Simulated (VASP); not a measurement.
Hf:

```
Hf
1.0
    -1.79289    1.79289    1.79289
     1.79289   -1.79289    1.79289
     1.79289    1.79289   -1.79289
Hf
1
Direct
  0.00000 0.00000 0.00000
```

This cell differs from its parent crystal: volume scaled by 0.98.

Base run:

```yaml
Program: VASP 6.6.1
Functional: PBE
Potentials_or_basis: VASP PAW PBE potentials, release 64 (Hf_pv)
Cutoff: 520 eV
k_mesh: 10 × 10 × 10
Occupations: fermi-dirac, width 0.05 eV
Spin: no spin polarisation
```

Its results: band gap on the k mesh zero (band 5 reaches 5.88 eV, above the bottom of band 6 at 3.65 eV); pressure -3.5 GPa.

Task: The run is repeated on the same cell with these changes: functional from PBE to r2SCAN. What comes out?

Result: Band gap on the k mesh zero (band 5 reaches 6.00 eV, above the bottom of band 6 at 3.51 eV); pressure -4.1 GPa.

Caveats: spin-orbit coupling is left out, which moves the levels of the heavy elements; the PAW data sets were made with another functional, which shifts forces and pressure a little (some runs).
